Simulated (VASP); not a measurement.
Runs of VASP 6.6.1 on BN. The structure is that of space group P6_3/mmc (No. 194), or close to it. The cells are those of the table. 

```csv
task,cell,cutoff (eV),gap on the mesh (eV),pressure (GPa)
electric field gradients,"a = 2.506, b = 2.506, c = 6.614 Å, angles 90.0, 90.0, 120.0°, 4 atoms",520,4.27,0.1
relaxation of cell and atoms,"relaxed from a = 2.498, b = 2.498, c = 6.636 Å, angles 90.0, 90.0, 120.0°, 4 atoms",600,4.26,0.0
single point,"a = 2.506, b = 2.506, c = 6.614 Å, angles 90.0, 90.0, 120.0°, 4 atoms",520,4.27,0.1
electric field gradients,"a = 2.498, b = 2.498, c = 6.636 Å, angles 90.0, 90.0, 120.0°, 4 atoms",520,(a),2.4
```

Alike in all rows: level PBE+D3(BJ); potentials or basis VASP PAW PBE potentials, release 64 (B, N); no spin polarisation; k mesh 12 × 12 × 4; smearing gaussian 0.05 eV.

Q: Fill in the values left out.

A: (a) 4.29.

A k mesh can miss the band edges.
